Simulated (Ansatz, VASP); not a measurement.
## One calculation of Al, two programs

```xyz
4
Lattice="2.8146 0.0000 0.0000 -1.4073 2.4375 0.0000 0.0000 0.0000 9.2480" Properties=species:S:1:pos:R:3 pbc="T T T"
Al    0.0000    0.0000    0.0000
Al    0.0000    1.6250    2.3120
Al    0.0000    0.0000    4.6240
Al    1.4073    0.8125    6.9360
```

Alike in both runs: functional LDA; k mesh 18 × 18 × 6; occupations gaussian, width 0.1 eV; no spin polarisation.

Ansatz relaxed the structure, and its values are those at the end. VASP's run is a single point on that final structure, the one shown.

|  | VASP | Ansatz |
| --- | --- | --- |
| version | VASP 6.6.1 | Ansatz 0.2.0 |
| potentials or method | VASP PAW LDA potentials, release 64 (Al), cutoff 520 eV | scalar-relativistic, plane waves, PAW |
| valence electrons in the cell | 12 | 12 |

|  | VASP | Ansatz | Ansatz less VASP |
| --- | --- | --- | --- |
| gap on the k mesh at the Fermi level (eV) | none | none | - |
| pressure (GPa) | 0.1 | 0.0 | -0.08 |

LDA's correlation is that of Perdew and Zunger in VASP and of Perdew and Wang (1992) in Ansatz. A gap of «none» marks a metal or a gap that the smearing closes.
